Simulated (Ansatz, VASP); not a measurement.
Y: VASP beside Ansatz

The input INCAR:

```
PREC = Accurate
ENCUT = 500
EDIFF = 1E-6
ISMEAR = -1
SIGMA = 0.1
LREAL = False
LASPH = True
NELM = 120
ALGO = Normal
ISIF = 2
LWAVE = False
LCHARG = False
GGA = PE
NBANDS = 24
GGA_COMPAT = False
```

Contents of KPOINTS:

```
regular mesh
0
Gamma
  7 7 10
```

POSCAR

```
Y
1.0
    5.4971451496      0.0000000000      0.0000000000
   -2.7485725748      4.7606673479      0.0000000000
    0.0000000000      0.0000000000      3.4324555134
Y
3
Direct
    0.0000000000      1.0000000000      0.0000000000
    0.3333333333      0.6666666667      0.5000000000
    0.6666666667      0.3333333333      0.5000000000
```

Input for Ansatz:

```yaml
crystal:
  lattice:
    - [5.4971451496, 0.0, 0.0]
    - [-2.7485725748, 4.7606673479, 0.0]
    - [0.0, 0.0, 3.4324555134]
  atoms:
    - { symbol: "Y", position: [0.0, 1.0, 0.0] }
    - { symbol: "Y", position: [0.3333333333, 0.6666666667, 0.5] }
    - { symbol: "Y", position: [0.6666666667, 0.3333333333, 0.5] }
hamiltonian:
  xc: pbe
  pseudopotentials:
    kind: paw
    azcp:
      "Y": "pseudopotentials/Y.paw.azcp"
basis:
  ecutwfc: 420
  fft_grid_basis: typed
kpoints:
  mp_grid: { grid: [7, 7, 10], shift: [0, 0, 0] }
magnetization:
  spin_polarized: false
scf:
  occupations: { method: fermi_dirac, width: 0.1 }
  lower_state_search: "off"
output:
  stress: true
```

Alike in both runs: task single point; functional PBE; k mesh 7 × 7 × 10; occupations fermi-dirac, width 0.1 eV; no spin polarisation.

```csv
,VASP,Ansatz
version,VASP 6.6.1,Ansatz 0.2.0
potentials or method,"VASP PAW PBE potentials, release 64 (Y_sv), cutoff 500 eV","plane waves (420 eV) with PAW, scalar-relativistic"
valence electrons in the cell,33,33
```

```tsv
	VASP	Ansatz	Ansatz less VASP
pressure (GPa)	3.6	3.7	+0.14
traceless stress, the component that is largest in VASP (GPa)	-0.24	-0.24	+0.007
```
